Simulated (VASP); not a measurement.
KCl:

```
K Cl
1.0
     3.77648   -0.01129   -0.01129
    -0.01129    3.77648   -0.01129
    -0.01129   -0.01129    3.77648
K Cl
1 1
Direct
  0.00000 0.00000 0.00000
  0.50000 0.50000 0.50000
```

This cell differs from its parent crystal: epitaxial 111 strain +0.4%.

Base run:

* Program: VASP 6.6.1
* Functional: r2SCAN
* Potentials or basis: VASP PAW PBE potentials, release 64 (K_sv, Cl)
* Cutoff: 520 eV
* k mesh: 8 × 8 × 8
* Occupations: gaussian, width 0.01 eV
* Spin: no spin polarisation

Its results: band gap on the k mesh 5.79 eV, indirect (least direct gap 6.00 eV); pressure -0.1 GPa.

Question: The run is repeated on the same cell with these changes: functional from r2SCAN to PBE; occupations from gaussian, width 0.01 eV to fermi-dirac, width 0.02 eV. What comes out?

Answer: Band gap on the k mesh 5.01 eV, indirect (least direct gap 5.22 eV); pressure 1.0 GPa.

Caveats: the PAW data sets were made with another functional, which shifts forces and pressure a little (some runs).

A k mesh can miss the band edges.
